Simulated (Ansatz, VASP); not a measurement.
# NaF in VASP and in Ansatz

```
Na F
1.0
     3.80853    0.00000    0.00000
    -1.90427    3.29828    0.00000
     0.00000    0.00000    7.40010
Na F
3 3
Direct
  0.16372 0.83628 0.66667
  0.16372 0.32745 0.33333
  0.67255 0.83628 0.00000
  0.83548 0.16452 0.66667
  0.83548 0.67096 0.33333
  0.32904 0.16452 0.00000
```

Alike in both runs: functional PBE; k mesh 6 × 6 × 4; occupations gaussian, width 0.1 eV; no spin polarisation.

Ansatz relaxed the structure, and its values are those at the end. VASP's run is a single point on that final structure, the one shown.

```csv
,VASP,Ansatz
version,VASP 6.6.1,Ansatz 0.2.0
potentials or method,"VASP PAW PBE potentials, release 64 (Na_pv, F), cutoff 520 eV","scalar-relativistic, plane waves, PAW"
valence electrons in the cell,42,48
```

```tsv
	VASP	Ansatz	Ansatz less VASP
gap on the k mesh at the Fermi level (eV)	4.84	4.86	+0.017
least direct gap on the mesh (eV)	4.84	4.86	+0.017
pressure (GPa)	0.1	0.1	+0.03
rms of the force components (eV/Å)	0.003	0.001	-0.0016
```

VASP's potentials hold 42 valence electrons a cell and Ansatz's 48, so a difference there can come from the potentials and not from the codes.
